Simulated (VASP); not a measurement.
# Sb (R-3m) in VASP: notebook, part 2 of 2

VASP 6.6.1. The steps go on from the part before.

### 3 Single point, PBEsol (strain +0.000 along x and y, +0.030 along z)

File INCAR:

```
SYSTEM = Sb
PREC = Accurate
ENCUT = 520
EDIFF = 1E-7
ISMEAR = 0
SIGMA = 0.15
LREAL = .FALSE.
LASPH = .TRUE.
NELM = 100
ALGO = Normal
ISIF = 2
LWAVE = .FALSE.
LCHARG = .FALSE.
GGA = PS
NBANDS = 12
```

File KPOINTS:

```
regular mesh
0
G
  12 12 12
  0 0 0
```

File POSCAR:

```
Sb
1.0
    2.1506003320      1.2416496806      3.8563200000
   -2.1506003320      1.2416496806      3.8563200000
    0.0000000000     -2.4832993611      3.8563200000
Sb
2
Direct
    0.2336400000      0.2336400000      0.2336400000
    0.7663600000      0.7663600000      0.7663600000
```

Potentials or basis: VASP PAW PBE potentials, release 64 (Sb).

The run is started by

```console
cat potpaw_PBE.64/Sb/POTCAR > POTCAR
mpirun -np 1 vasp_std > vasp.out
```

OUTCAR:

```text
SYSTEM = Sb
   PREC = Accurate
   ENCUT = 520
   EDIFF = 1E-7
   ISMEAR = 0
   LREAL = .FALSE.
   LASPH = .TRUE.
   NELM = 100
   ISIF = 2
   GGA = PS

 ion  position               nearest neighbor table
   1  0.234  0.234  0.234-   2 2.93   2 2.93   2 2.93   2 3.39   2 3.39   2 3.39
   2  0.766  0.766  0.766-   1 2.93   1 2.93   1 2.93   1 3.39   1 3.39   1 3.39

  LATTYP: Found a trigonal (rhomboedric) cell.
 ALAT       =     4.5867177436
 COS(alpha) =     0.5603112216

  Lattice vectors:

 A1 = (   2.1506003320,   1.2416496806,   3.8563200000)
 A2 = (  -2.1506003320,   1.2416496806,   3.8563200000)
 A3 = (   0.0000000000,  -2.4832993611,   3.8563200000)

Analysis of symmetry for initial positions (statically):
=====================================================================
 Subroutine PRICEL returns:
 Original cell was already a primitive cell.

 Routine SETGRP: Setting up the symmetry group for a
 trigonal (rhombohedral) supercell.

 Subroutine GETGRP returns: Found 12 space group operations
 (whereof 12 operations were pure point group operations)
 out of a pool of 12 trial point group operations.

The static configuration has the point symmetry D_3d.

Analysis of symmetry for dynamics (positions and initial velocities):
=====================================================================
 Subroutine PRICEL returns:
 Original cell was already a primitive cell.

 Routine SETGRP: Setting up the symmetry group for a
 trigonal (rhombohedral) supercell.

 Subroutine GETGRP returns: Found 12 space group operations
 (whereof 12 operations were pure point group operations)
 out of a pool of 12 trial point group operations.

The dynamic configuration has the point symmetry D_3d.

 Subroutine INISYM returns: Found 12 space group operations
 (whereof 12 operations are pure point group operations),
 and found     1 'primitive' translations

----------------------------------------------------------------------------------------

                                     Primitive cell

  volume of cell :      61.7850

  direct lattice vectors                    reciprocal lattice vectors
     2.150600332  1.241649681  3.856320000     0.232493222  0.134230024  0.086438193
    -2.150600332  1.241649681  3.856320000    -0.232493222  0.134230024  0.086438193
     0.000000000 -2.483299361  3.856320000     0.000000000 -0.268460048  0.086438193

  length of vectors
     4.586717744  4.586717744  4.586717744     0.282032549  0.282032549  0.282032549

  position of ions in fractional coordinates (direct lattice)
     0.233640000  0.233640000  0.233640000
     0.766360000  0.766360000  0.766360000

  ion indices of the primitive-cell ions
   primitive index   ion index
                 1           1
                 2           2

----------------------------------------------------------------------------------------

 KPOINTS: regular mesh

Automatic generation of k-mesh.
 Grid dimensions read from file:
 generate k-points for:   12   12   12

 Generating k-lattice:

  Cartesian coordinates                     Fractional coordinates (reciprocal lattice)
     0.019374435  0.011185835  0.007203183     0.083333333  0.000000000  0.000000000
[... 41 lines left out ...]
   k-points           NKPTS =    189   k-points in BZ     NKDIM =    189   number of bands    NBANDS=     12
   number of dos      NEDOS =    301   number of ions     NIONS =      2
   total plane-waves  NPLWV =  46656
   dimension x,y,z NGX =    36 NGY =   36 NGZ =   36
   dimension x,y,z NGXF=    72 NGYF=   72 NGZF=   72
   ions per type =               2
   NGX,Y,Z   is equivalent  to a cutoff of  13.05, 13.05, 13.05 a.u.
   NGXF,Y,Z  is equivalent  to a cutoff of  26.10, 26.10, 26.10 a.u.
 SYSTEM =  Sb
   PREC   = accura    normal or accurate (medium, high low for compatibility)
   ISTART =      0    job   : 0-new  1-cont  2-samecut
   ICHARG =      2    charge: 1-file 2-atom 10-const
   ISPIN  =      1    spin polarized calculation?
   LNONCOLLINEAR =      F non collinear calculations
   LSORBIT =      F    spin-orbit coupling
   LASPH  =      T    aspherical Exc in radial PAW
   ENCUT  =  520.0 eV  38.22 Ry    6.18 a.u.   8.53  8.53  8.53*2*pi/ulx,y,z
   NELM   =    100;   NELMIN=  2; NELMDL= -5     # of ELM steps
   EDIFF  = 0.1E-06   stopping-criterion for ELM
   LREAL  =      F    real-space projection
   EDIFFG = 0.1E-05   stopping-criterion for IOM
   NSW    =      0    number of steps for IOM
   IBRION =     -1    ionic relax: 0-MD 1-quasi-New 2-CG
   NFREE  =      0    steps in history (QN), initial steepest desc. (CG)
   ISIF   =      2    stress and relaxation
   ISYM   =      2    0-nonsym 1-usesym 2-fastsym
   POTIM  = 0.5000    time-step for ionic-motion
   TEBEG  =    0.0;   TEEND  =   0.0 temperature during run
   PSTRESS=    0.0 pullay stress
   NELECT =      10.0000    total number of electrons
   NUPDOWN=      -1.0000    fix difference up-down
   EMIN   =  10.00;   EMAX   =-10.00  energy-range for DOS
   EFERMI =   0.00;   METHOD = LEGACY
   ISMEAR =     0;   SIGMA  =   0.15  broadening in eV -4-tet -1-fermi 0-gaus
   EFERMI_NEDOS =   21; number of points for ismear=-14 and -15
   IALGO  =     38    algorithm
   IMIX   =      4    mixing-type and parameters
     AMIX     =   0.40;   BMIX     =  1.00
     AMIX_MAG =   1.60;   BMIX_MAG =  1.00
  volume/ion in A,a.u.               =      30.89       208.47
  Fermi-wavevector in a.u.,A,eV,Ry     =   0.892169  1.685955 10.829768  0.795966
  Thomas-Fermi vector in A             =   2.014083
   LORBIT       =      0    0 simple, 1 ext, 2 COOP (PROOUT), +10 PAW based schemes
   GGA     = PS    functional components
   LHFCALC =     F    Hartree Fock is set to
   AEXX    =    0.0000 exact exchange contribution
   IVDW    =     0    specifies the selected vdW correction
   LEPSILON=     F    determine dielectric tensor
   LRPA    =     F    only Hartree local field effects (RPA)
 non-spin polarized calculation
 Gauss-broadening in eV      SIGMA  =   0.15
  energy-cutoff  :      520.00
  volume of cell :       61.79
 maximum number of plane-waves:      1680
 NGX is ok and might be reduce to    36
   NGX = 17   NGY = 17   NGZ = 17

 number of electron      10.0000000 magnetization

 Free energy of the ion-electron system (eV)
  ---------------------------------------------------
  ext. energy  EPLUGINS =         0.00000000
  ---------------------------------------------------
  free energy    TOTEN  =        -9.10229987 eV

  energy without entropy =       -9.09956457  energy(sigma->0) =       -9.10093222

 E-fermi :   6.8472     XC(G=0):  -9.5675

 val. band max:        6.7602398808   @ k =   0.4167   0.0833   0.0833
 cond. band min:       6.8496935403   @ k =   0.4167   0.0833   0.0833
 fundamental gap:      0.0894536595
 Fermi energy:         6.8472458455

 k-point     1 :       0.0000    0.0000    0.0000
  band No.  band energies     occupation
      1      -5.7115      2.00000
      2       1.8903      2.00000
      3       4.6616      2.00000
      4       5.2214      2.00000
      5       5.2214      2.00000
      6       8.9029      0.00000
      7       9.5013      0.00000
      8       9.5013      0.00000
      9      12.0468      0.00000
     10      12.0554      0.00000
     11      12.0554      0.00000
     12      13.4231      0.00000
[... 331 lines left out ...]
 k-point    24 :      -0.4167    0.1667    0.0000
  band No.  band energies     occupation
      1      -3.2324      2.00000
      2      -2.5034      2.00000
      3       3.2221      2.00000
      4       4.5316      2.00000
      5       5.1684      2.00000
      6       7.6596      0.00000
      7       8.0690      0.00000
      8       9.8750      0.00000
      9      13.2213      0.00000
     10      13.9987      0.00000
     11      14.6215      0.00000
     12      16.4074      0.00000

 [... further k-points ...]

------------------------ aborting loop because EDIFF is reached ----------------------------------------

  FORCE on cell =-STRESS in cart. coord.  units (eV):
  Direction    XX          YY          ZZ          XY          YZ          ZX
  --------------------------------------------------------------------------------------
  -------------------------------------------------------------------------------------
  Total       -0.1821621     -0.1821621     -0.6706189      0.0000000     -0.0000000      0.0000000
  in kB       -4.7237359     -4.7237359    -17.3901476      0.0000000     -0.0000000      0.0000000
  external PRESSURE =      -8.9458731 kB  Pullay stress =       0.0000000 kB

 VOLUME and BASIS-vectors are now :
 -----------------------------------------------------------------------------
  energy-cutoff  :      520.00
  volume of cell :       61.79
      direct lattice vectors                 reciprocal lattice vectors
     2.150600332  1.241649681  3.856320000     0.232493222  0.134230024  0.086438193
    -2.150600332  1.241649681  3.856320000    -0.232493222  0.134230024  0.086438193
     0.000000000 -2.483299361  3.856320000     0.000000000 -0.268460048  0.086438193

 POSITION                                       TOTAL-FORCE (eV/Angst)
 -----------------------------------------------------------------------------------
      0.00000      0.00000      2.70297         0.000000      0.000000      0.022939
      0.00000      0.00000      8.86599         0.000000     -0.000000     -0.022939
 -----------------------------------------------------------------------------------
    total drift:                                0.000000     -0.000000      0.000000

  FREE ENERGIE OF THE ION-ELECTRON SYSTEM (eV)
  ---------------------------------------------------
  free  energy   TOTEN  =        -9.1022998749 eV

  energy  without entropy=       -9.0995645660  energy(sigma->0) =       -9.10093222
```

OSZICAR:

```text
N       E                     dE             d eps       ncg     rms          rms(c)
DAV:   1     0.338512210828E+02    0.33851E+02   -0.35123E+03  4536   0.650E+02
DAV:   2    -0.716730841528E+01   -0.41019E+02   -0.39677E+02  5860   0.108E+02
DAV:   3    -0.910047746177E+01   -0.19332E+01   -0.19150E+01  5660   0.255E+01
DAV:   4    -0.911830288401E+01   -0.17825E-01   -0.17822E-01  5244   0.289E+00
DAV:   5    -0.911851863350E+01   -0.21575E-03   -0.21575E-03  5624   0.356E-01    0.280E+00
DAV:   6    -0.910848935570E+01    0.10029E-01   -0.23506E-03  5276   0.276E-01    0.168E+00
DAV:   7    -0.910224841743E+01    0.62409E-02   -0.58756E-03  5184   0.427E-01    0.566E-02
DAV:   8    -0.910229119351E+01   -0.42776E-04   -0.13224E-04  5564   0.764E-02    0.171E-02
DAV:   9    -0.910230021663E+01   -0.90231E-05   -0.14275E-05  5488   0.221E-02    0.528E-03
DAV:  10    -0.910229970176E+01    0.51488E-06   -0.13303E-06  5324   0.636E-03    0.126E-03
DAV:  11    -0.910229985661E+01   -0.15486E-06   -0.16395E-07  4552   0.230E-03    0.476E-04
DAV:  12    -0.910229987495E+01   -0.18335E-07   -0.22451E-08  2828   0.889E-04
   1 F= -.91022999E+01 E0= -.91009322E+01  d E =-.273531E-02
```

stdout:

```text
POSCAR found type information on POSCAR Sb
 POSCAR found :  1 types and       2 ions
 scaLAPACK will be used
 -----------------------------------------------------------------------------
|                                                                             |
|                                                                             |
|     You enforced a specific xc type in the INCAR file but a different       |
|     I HOPE YOU KNOW WHAT YOU ARE DOING!                                     |
|                                                                             |
 -----------------------------------------------------------------------------

 LDA part: xc-table for (Slater+PW92), standard interpolation
 POSCAR, INCAR and KPOINTS ok, starting setup
 FFT: planning ... GRIDC
 FFT: planning ... GRID_SOFT
 FFT: planning ... GRID
 WAVECAR not read
 entering main loop
```

Wall time 2.9 min (1 thread of Intel Xeon 8259CL, shared host); peak memory 0.28 GiB.

Results:

- Free energy: -9.1023 eV
- Pressure: -0.9 GPa
- Largest force: 0.023 eV/Å
- Band gap on the k mesh: zero (band 5 reaches 6.90 eV, above the bottom of band 6 at 6.63 eV)

Forces on the atoms (eV/Å):
```
Sb   0.000  0.000  0.023
Sb   0.000  0.000 -0.023
```

Caveat: the cell differs from its parent crystal (strain +0.000 along x and y, +0.030 along z); the PAW data sets were made with another functional, which shifts forces and pressure a little; spin-orbit coupling is left out, which moves the levels of the heavy elements.

### 4 Single point, PBEsol (strain +0.030 along x and y, -0.030 along z)

File INCAR:

```
PREC = Accurate ; ENCUT = 520
EDIFF = 1E-6 ; ISMEAR = 0
SIGMA = 0.15 ; LREAL = False
LASPH = True ; NELM = 80
ALGO = Normal ; ISIF = 2
LWAVE = False ; LCHARG = False
GGA = PS ; NBANDS = 12
```

File KPOINTS:

```
Automatic mesh
0
Gamma
  12 12 12
```

File POSCAR:

```
Sb
1.0
    2.2151183419      1.2788991710      3.6316800000
   -2.2151183419      1.2788991710      3.6316800000
    0.0000000000     -2.5577983420      3.6316800000
Sb
2
Direct
    0.2336400000      0.2336400000      0.2336400000
    0.7663600000      0.7663600000      0.7663600000
```

The run is started by

```console
cat potpaw_PBE.64/Sb/POTCAR > POTCAR
mpirun -np 1 vasp_std > vasp.out
```

Wall time 2.3 min (1 thread of Intel Xeon 8259CL, shared host); peak memory 0.28 GiB.

It converged, with:

* Free energy: -9.0934 eV
* Pressure: -1.5 GPa
* Largest force: 0.157 eV/Å
* Band gap on the k mesh: zero (band 5 reaches 6.70 eV, above the bottom of band 6 at 6.57 eV)

Forces in eV/Å, atoms in the order of the input:
```
Sb   0.000  0.000  0.157
Sb   0.000  0.000 -0.157
```

Stress tensor (GPa, compression positive):
```
-2.24  0.00  0.00
 0.00 -2.24  0.00
 0.00  0.00 -0.06
```

Levels at points of the mesh, in eV from the Fermi level:
```csv
k point,band 1,band 2,band 3,band 4,band 5,band 6,band 7,band 8,band 9,band 10
"(0.00, 0.00, 0.00)",-12.35,-4.71,-1.77,-1.77,-1.39,2.28,2.90,2.90,5.02,5.02
"(0.50, 0.00, 0.00)",-10.09,-9.43,-1.69,-1.23,-0.11,-0.10,0.60,0.69,7.94,8.58
"(0.50, 0.50, 0.00)",-10.07,-7.77,-5.17,-3.59,-3.28,1.71,5.12,5.51,6.99,8.90
"(0.50, 0.50, 0.50)",-10.67,-8.63,-1.30,-1.30,-0.77,0.05,0.05,0.93,7.36,9.04
```

Caveat: the cell differs from its parent crystal (strain +0.030 along x and y, -0.030 along z); the PAW data sets were made with another functional, which shifts forces and pressure a little; spin-orbit coupling is left out, which moves the levels of the heavy elements.

### 5 Summary

```csv
cell,gap on the mesh (eV),pressure (GPa),largest force (eV/Å)
"a = 4.467 Å, angles 58.5°, 2 atoms",none,-0.5,0.19
"a = 4.587 Å, angles 55.9°, 2 atoms",none,-0.9,0.02
"a = 4.442 Å, angles 59.8°, 2 atoms",none,-1.5,0.16
```

Alike in all rows: task single point; level PBEsol; potentials or basis VASP PAW PBE potentials, release 64 (Sb); no spin polarisation; k mesh 12 × 12 × 12; cutoff (eV) 520; smearing gaussian 0.15 eV.

Caveats: the PAW data sets were made with another functional, which shifts forces and pressure a little; spin-orbit coupling is left out, which moves the levels of the heavy elements.

Total energies depend on the potentials used, so only differences within one code and one set of settings carry meaning.
